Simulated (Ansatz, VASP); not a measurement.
# One calculation of Mo, two programs

```
Mo
1.0
     2.72939    0.00000    0.00000
    -1.36470    2.36372    0.00000
     0.00000    0.00000    2.46399
Mo
1
Direct
  0.00000 0.00000 0.50000
```

Alike in both runs: functional LDA; k mesh 11 × 11 × 11; occupations methfessel-paxton of order 1, width 0.15 eV; no spin polarisation.

Ansatz relaxed the structure, and its values are those at the end. VASP's run is a single point on that final structure, the one shown.

```csv
,VASP,Ansatz
version,VASP 6.6.1,Ansatz 0.2.0
potentials or method,"VASP PAW LDA potentials, release 64 (Mo_sv)","plane waves, PAW"
plane-wave cutoff (eV),520,420
valence electrons in the cell,14,14
```

|  | VASP | Ansatz | Ansatz less VASP |
| --- | --- | --- | --- |
| pressure (GPa) | 1.1 | 0.0 | -1.11 |

LDA's correlation is that of Perdew and Zunger in VASP and of Perdew and Wang (1992) in Ansatz.
